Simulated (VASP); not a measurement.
Here is a VASP 6.6.1 calculation.

File INCAR:

```
SYSTEM = FeSi16
ALGO = Normal
EDIFF = 1E-6
ENCUT = 520
GGA = PE
ISIF = 2
ISMEAR = -1
ISPIN = 2
LASPH = .True.
LCHARG = .False.
LMAXMIX = 4
LORBIT = 11
LREAL = Auto
LWAVE = .False.
MAGMOM = 0 0 0 0 0 0 0 0 0 0 0 0 0 0 0 0 2.5
NBANDS = 54
NELM = 150
PREC = Accurate
SIGMA = 0.02
```

The input KPOINTS:

```
k-points
0
Gamma
  2 2 2
  0 0 0
```

File POSCAR:

```
FeSi16
1.0
    0.0000000000      5.4300000000      5.4300000000
    5.4300000000      0.0000000000      5.4300000000
    5.4300000000      5.4300000000      0.0000000000
Si Fe
16 1
Direct
   -0.0034567795      0.0055038167     -0.0010397763
    0.1238277232      0.1215890232      0.1301612394
    0.0044419021     -0.0151474695      0.5053304935
    0.1238318320      0.1215820131      0.6243868313
   -0.0024338002      0.5032665673      0.0009767694
    0.1252572352      0.6299116487      0.1223924294
   -0.0024346224      0.5032616492      0.4981437087
    0.1297455758      0.6105718646      0.6298202537
    0.4983789171      0.0056319896     -0.0010680114
    0.6237993544      0.1275064423      0.1243213783
    0.4983885952      0.0056397974      0.4969976847
    0.6296281271      0.1213352522      0.6244989608
    0.4993427858      0.5007696517     -0.0000753147
    0.6218699363      0.6300033335      0.1222710328
    0.5009477038      0.5029224960      0.4980421008
    0.6218634951      0.6300086897      0.6258170308
    0.8783866890      0.3649032441      0.3783312189
```

Potentials or basis: VASP PAW PBE potentials, release 64 (Si, Fe).

Run with:

```bash
$ cat potpaw_PBE.64/Si/POTCAR potpaw_PBE.64/Fe/POTCAR > POTCAR
$ mpirun -np 1 vasp_std > vasp.out
```

(1) Predict the site moments.

(2) What does it give for the largest force?

## Answers

(1) Si +0.01, -0.00, +0.03, -0.01 (each value once); Fe +1.69 μB.

(2) 0.033 eV/Å.

Caveat: the k points lie up to 0.50 Å⁻¹ apart.
